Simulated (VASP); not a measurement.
# Se (Pm-3m) in VASP: a series of runs

The runs below take Se through single point, relaxation of cell and atoms, with PBE.

All numbers are computed with VASP 6.6.1; they aren't measurements. Logs are shortened: lines on timing, memory, paths and dates and some standing lists are left out, and cuts for length are marked.

### Step 1. The cell of the first run

The structure is cubic, space group Pm-3m (No. 221). The conventional cell has a = 2.831 Å, b = 2.831 Å, c = 2.831 Å, α = 90.00°, β = 90.00°, γ = 90.00°. Within 3.7 Å of Se (site symmetry m-3m) lie 6 Se at 2.83 Å.

### Step 2. Single point, PBE

Contents of INCAR:

```
ALGO = Normal
EDIFF = 1E-6
ENCUT = 520
GGA = PE
ISIF = 2
ISMEAR = -1
LASPH = T
LCHARG = T
LELF = T
LREAL = F
LVHAR = T
LWAVE = F
NBANDS = 9
NELM = 100
PREC = Accurate
SIGMA = 0.1
```

Contents of KPOINTS:

```
k-points
0
Gamma
  11 11 11
```

Contents of POSCAR:

```
Se
1.0
    2.8307185976      0.0000000000      0.0000000000
    0.0000000000      2.8307185976      0.0000000000
    0.0000000000      0.0000000000      2.8307185976
Se
1
Direct
    0.0000000000      0.0000000000      0.0000000000
```

Potentials or basis: VASP PAW PBE potentials, release 64 (Se).

Launch:

```
> cat potpaw_PBE.64/Se/POTCAR > POTCAR
> mpirun -np 1 vasp_std > vasp.out
```

OUTCAR:

```text
EDIFF = 1E-6
   ENCUT = 520
   GGA = PE
   ISIF = 2
   ISMEAR = -1
   LASPH = T
   LREAL = F
   NELM = 100
   PREC = Accurate

 ion  position               nearest neighbor table
   1  0.000  0.000  0.000-

  LATTYP: Found a simple cubic cell.
 ALAT       =     2.8307185976

  Lattice vectors:

 A1 = (   2.8307185976,   0.0000000000,   0.0000000000)
 A2 = (   0.0000000000,   2.8307185976,   0.0000000000)
 A3 = (   0.0000000000,   0.0000000000,   2.8307185976)

Analysis of symmetry for initial positions (statically):
=====================================================================
 Subroutine PRICEL returns:
 Original cell was already a primitive cell.

 Routine SETGRP: Setting up the symmetry group for a
 simple cubic supercell.

 Subroutine GETGRP returns: Found 48 space group operations
 (whereof 48 operations were pure point group operations)
 out of a pool of 48 trial point group operations.

The static configuration has the point symmetry O_h .

Analysis of symmetry for dynamics (positions and initial velocities):
=====================================================================
 Subroutine PRICEL returns:
 Original cell was already a primitive cell.

 Routine SETGRP: Setting up the symmetry group for a
 simple cubic supercell.

 Subroutine GETGRP returns: Found 48 space group operations
 (whereof 48 operations were pure point group operations)
 out of a pool of 48 trial point group operations.

The dynamic configuration has the point symmetry O_h .

 Subroutine INISYM returns: Found 48 space group operations
 (whereof 48 operations are pure point group operations),
 and found     1 'primitive' translations

----------------------------------------------------------------------------------------

                                     Primitive cell

  volume of cell :      22.6825

  direct lattice vectors                    reciprocal lattice vectors
     2.830718598  0.000000000  0.000000000     0.353267188  0.000000000  0.000000000
     0.000000000  2.830718598  0.000000000     0.000000000  0.353267188  0.000000000
     0.000000000  0.000000000  2.830718598     0.000000000  0.000000000  0.353267188

  length of vectors
     2.830718598  2.830718598  2.830718598     0.353267188  0.353267188  0.353267188

  position of ions in fractional coordinates (direct lattice)
     0.000000000  0.000000000  0.000000000

  ion indices of the primitive-cell ions
   primitive index   ion index
                 1           1

----------------------------------------------------------------------------------------

 KPOINTS: k-points

Automatic generation of k-mesh.
 Grid dimensions read from file:
 generate k-points for:   11   11   11

 Generating k-lattice:

  Cartesian coordinates                     Fractional coordinates (reciprocal lattice)
     0.032115199  0.000000000  0.000000000     0.090909091  0.000000000  0.000000000
     0.000000000  0.032115199  0.000000000     0.000000000  0.090909091  0.000000000
     0.000000000  0.000000000  0.032115199     0.000000000  0.000000000  0.090909091

  Length of vectors
     0.032115199  0.032115199  0.032115199

  Shift w.r.t. Gamma in fractional coordinates (k-lattice)
     0.000000000  0.000000000  0.000000000

 Subroutine IBZKPT returns following result:
 ===========================================

 Found     56 irreducible k-points:

 Following reciprocal coordinates:
            Coordinates               Weight
  0.000000  0.000000  0.000000      1.000000
  0.090909  0.000000  0.000000      6.000000
  0.181818  0.000000  0.000000      6.000000
  0.272727  0.000000  0.000000      6.000000
  0.363636  0.000000  0.000000      6.000000
  0.454545  0.000000  0.000000      6.000000
[... 16 lines left out ...]
  0.181818  0.090909  0.090909     24.000000
  0.272727  0.090909  0.090909     24.000000
 [... further k-points ...]
   k-points           NKPTS =     56   k-points in BZ     NKDIM =     56   number of bands    NBANDS=      9
   number of dos      NEDOS =    301   number of ions     NIONS =      1
   total plane-waves  NPLWV =  13824
   dimension x,y,z NGX =    24 NGY =   24 NGZ =   24
   dimension x,y,z NGXF=    48 NGYF=   48 NGZF=   48
   ions per type =               1
   NGX,Y,Z   is equivalent  to a cutoff of  14.10, 14.10, 14.10 a.u.
   NGXF,Y,Z  is equivalent  to a cutoff of  28.19, 28.19, 28.19 a.u.
 SYSTEM =  unknown system
   PREC   = accura    normal or accurate (medium, high low for compatibility)
   ISTART =      0    job   : 0-new  1-cont  2-samecut
   ICHARG =      2    charge: 1-file 2-atom 10-const
   ISPIN  =      1    spin polarized calculation?
   LNONCOLLINEAR =      F non collinear calculations
   LSORBIT =      F    spin-orbit coupling
   LASPH  =      T    aspherical Exc in radial PAW
   ENCUT  =  520.0 eV  38.22 Ry    6.18 a.u.   5.26  5.26  5.26*2*pi/ulx,y,z
   NELM   =    100;   NELMIN=  2; NELMDL= -5     # of ELM steps
   EDIFF  = 0.1E-05   stopping-criterion for ELM
   LREAL  =      F    real-space projection
   EDIFFG = 0.1E-04   stopping-criterion for IOM
   NSW    =      0    number of steps for IOM
   IBRION =     -1    ionic relax: 0-MD 1-quasi-New 2-CG
   NFREE  =      0    steps in history (QN), initial steepest desc. (CG)
   ISIF   =      2    stress and relaxation
   ISYM   =      2    0-nonsym 1-usesym 2-fastsym
   POTIM  = 0.5000    time-step for ionic-motion
   TEBEG  =    0.0;   TEEND  =   0.0 temperature during run
   PSTRESS=    0.0 pullay stress
   NELECT =       6.0000    total number of electrons
   NUPDOWN=      -1.0000    fix difference up-down
   EMIN   =  10.00;   EMAX   =-10.00  energy-range for DOS
   EFERMI =   0.00;   METHOD = LEGACY
   ISMEAR =    -1;   SIGMA  =   0.10  broadening in eV -4-tet -1-fermi 0-gaus
   EFERMI_NEDOS =   21; number of points for ismear=-14 and -15
   IALGO  =     38    algorithm
   IMIX   =      4    mixing-type and parameters
     AMIX     =   0.40;   BMIX     =  1.00
     AMIX_MAG =   1.60;   BMIX_MAG =  1.00
  volume/ion in A,a.u.               =      22.68       153.07
  Fermi-wavevector in a.u.,A,eV,Ry     =   1.050901  1.985915 15.026183  1.104393
  Thomas-Fermi vector in A             =   2.185923
   LORBIT       =      0    0 simple, 1 ext, 2 COOP (PROOUT), +10 PAW based schemes
   GGA     = PE    functional components
   LHFCALC =     F    Hartree Fock is set to
   AEXX    =    0.0000 exact exchange contribution
   IVDW    =     0    specifies the selected vdW correction
   LEPSILON=     F    determine dielectric tensor
   LRPA    =     F    only Hartree local field effects (RPA)
 non-spin polarized calculation
  energy-cutoff  :      520.00
  volume of cell :       22.68
 maximum number of plane-waves:       624
 NGX is ok and might be reduce to    24
   NGX = 11   NGY = 11   NGZ = 11

 number of electron       5.9999999 magnetization

 Free energy of the ion-electron system (eV)
  ---------------------------------------------------
  ext. energy  EPLUGINS =         0.00000000
  ---------------------------------------------------
  free energy    TOTEN  =        -3.33899364 eV

  energy without entropy =       -3.32311290  energy(sigma->0) =       -3.33105327

 E-fermi :   4.6355     XC(G=0):  -9.9006

 val. band max:        4.5447958131   @ k =   0.3636   0.1818   0.1818
 cond. band min:       4.6401365931   @ k =   0.4545   0.1818   0.1818
 fundamental gap:      0.0953407800
 Fermi energy:         4.6355355420

 k-point     1 :       0.0000    0.0000    0.0000
  band No.  band energies     occupation
      1     -11.3520      2.00000
      2       6.0378      0.00000
      3       6.0378      0.00000
      4       6.0378      0.00000
      5      12.4262      0.00000
      6      12.4262      0.00000
      7      12.4977      0.00000
      8      26.7919      0.00000
      9      26.7919      0.00000

 k-point     2 :       0.0909    0.0000    0.0000
  band No.  band energies     occupation
      1     -11.2358      2.00000
      2       4.8559      0.19888
      3       6.1292      0.00000
      4       6.1292      0.00000
      5      12.5443      0.00000
      6      12.6151      0.00000
      7      13.8770      0.00000
      8      24.9298      0.00000
      9      24.9298      0.00000

 k-point     3 :       0.1818    0.0000    0.0000
  band No.  band energies     occupation
      1     -10.8987      2.00000
      2       2.6906      2.00000
      3       6.3873      0.00000
      4       6.3873      0.00000
      5      12.8880      0.00000
      6      13.0353      0.00000
      7      16.6842      0.00000
      8      22.5998      0.00000
      9      22.5998      0.00000

 k-point     4 :       0.2727    0.0000    0.0000
  band No.  band energies     occupation
      1     -10.3847      2.00000
      2       0.5850      2.00000
      3       6.7600      0.00000
      4       6.7600      0.00000
      5      13.4181      0.00000
      6      13.7302      0.00000
      7      19.0770      0.00000
      8      20.5992      0.00000
      9      20.5992      0.00000
[... 205 lines left out ...]
 k-point    22 :       0.0909    0.0909    0.0909
  band No.  band energies     occupation
      1     -11.0033      2.00000
      2       5.0379      0.03516
      3       5.0379      0.03516
      4       5.0855      0.02198
      5      14.0225      0.00000
      6      14.1412      0.00000
      7      14.1412      0.00000
      8      23.0809      0.00000
      9      23.5030      0.00000

 k-point    23 :       0.1818    0.0909    0.0909
  band No.  band energies     occupation
      1     -10.6666      2.00000
      2       2.9023      2.00000
      3       5.3111      0.00233
      4       5.3590      0.00144
      5      14.3613      0.00000
      6      14.4601      0.00000
      7      16.7729      0.00000
      8      21.0609      0.00000
      9      21.2835      0.00000

 k-point    24 :       0.2727    0.0909    0.0909
  band No.  band energies     occupation
      1     -10.1530      2.00000
      2       0.8042      2.00000
      3       5.7094      0.00004
      4       5.7849      0.00002
      5      14.7683      0.00000
      6      14.9447      0.00000
      7      17.9872      0.00000
      8      18.9789      0.00000
      9      21.3906      0.00000

 [... further k-points ...]
[... 5 lines left out ...]
  --------------------------------------------------------------------------------------
  -------------------------------------------------------------------------------------
  Total        0.0038997      0.0038997      0.0038997      0.0000000     -0.0000000      0.0000000
  in kB        0.2754546      0.2754546      0.2754546      0.0000000     -0.0000000      0.0000000
  external PRESSURE =       0.2754546 kB  Pullay stress =       0.0000000 kB

 VOLUME and BASIS-vectors are now :
 -----------------------------------------------------------------------------
  energy-cutoff  :      520.00
  volume of cell :       22.68
      direct lattice vectors                 reciprocal lattice vectors
     2.830718598  0.000000000  0.000000000     0.353267188  0.000000000  0.000000000
     0.000000000  2.830718598  0.000000000     0.000000000  0.353267188  0.000000000
     0.000000000  0.000000000  2.830718598     0.000000000  0.000000000  0.353267188

 POSITION                                       TOTAL-FORCE (eV/Angst)
 -----------------------------------------------------------------------------------
      0.00000      0.00000      0.00000         0.000000      0.000000      0.000000
 -----------------------------------------------------------------------------------
    total drift:                               -0.000000     -0.000000     -0.000000

  FREE ENERGIE OF THE ION-ELECTRON SYSTEM (eV)
  ---------------------------------------------------
  free  energy   TOTEN  =        -3.3389936373 eV

  energy  without entropy=       -3.3231129016  energy(sigma->0) =       -3.33105327
```

It took 7.4 s on 1 thread of AMD EPYC 7R43 (Zen 3), shared host; peak memory 0.1 GiB.

What came out:

```yaml
Free_energy: -3.3390 eV
Pressure: 0.0 GPa
Band_gap_on_the_k_mesh: zero (band 3 reaches 7.40 eV, above the bottom of band 4 at 1.42 eV)
```

Levels at points of the mesh, in eV from the Fermi level:
```tsv
k point	band 1	band 2	band 3	band 4	band 5	band 6	band 7
(0.00, 0.00, 0.00)	-15.99	1.40	1.40	1.40	7.79	7.79	7.86
```

### Step 3. Relaxation of cell and atoms, PBE

This run uses another cell than the first one, of 23.55 Å³/atom, 1.038 times its volume.

Contents of INCAR:

```
PREC = Accurate
ENCUT = 600
EDIFF = 1E-6
ISMEAR = -1
SIGMA = 0.1
LREAL = F
LASPH = T
NELM = 100
ALGO = Normal
ISIF = 3
LWAVE = F
LCHARG = F
GGA = PE
IBRION = 2
NSW = 80
EDIFFG = -0.01
```

Contents of KPOINTS:

```
regular mesh
0
Gamma
  11 11 11
```

Contents of POSCAR:

```
Se
1.0
    2.8664900032      0.0000000000      0.0000000000
    0.0000000000      2.8664900032      0.0000000000
    0.0000000000      0.0000000000      2.8664900032
Se
1
Direct
    0.0000000000      0.0000000000      0.0000000000
```

Potentials or basis: VASP PAW PBE potentials, release 64 (Se).

Launch:

```
> cat potpaw_PBE.64/Se/POTCAR > POTCAR
> mpirun -np 1 vasp_std > vasp.out
```

Wall time 13 s (1 thread of AMD EPYC 7R43 (Zen 3), shared host); peak memory 0.11 GiB.

Results (log left out):

| Quantity | Value |
| --- | --- |
| Free energy | -3.3391 eV |
| Relaxed volume | 22.69 Å³/atom |
| Relaxed cell | a = 2.831 Å, b = 2.831 Å, c = 2.831 Å, α = 90.00°, β = 90.00°, γ = 90.00° |
| Space group after relaxing (to 0.05 Å) | Pm-3m (No. 221) |
| Energy gained by relaxing | 6.8 meV/atom |
| Ionic steps | 3 |
| Pressure after relaxing | 0.0 GPa |
| Band gap on the k mesh | zero (band 3 reaches 7.40 eV, above the bottom of band 4 at 1.42 eV) |

Step by step:
```
step  energy change (eV)  largest force (eV/Å)  pressure (GPa)  volume (Å³)
   1              0.0000                0.0000           -2.42        23.55
   2             -0.0057                0.0000            1.07        22.36
   3             -0.0068                0.0000            0.00        22.69
```

Final structure:
```xyz
1
Lattice="2.8309 0.0000 0.0000 0.0000 2.8309 0.0000 0.0000 0.0000 2.8309" Properties=species:S:1:pos:R:3 pbc="T T T"
Se    0.0000    0.0000    0.0000
```

Levels at points of the mesh, in eV from the Fermi level:
```csv
k point,band 1,band 2,band 3,band 4,band 5,band 6
"(0.00, 0.00, 0.00)",-15.99,1.40,1.40,1.40,7.79,7.79
```
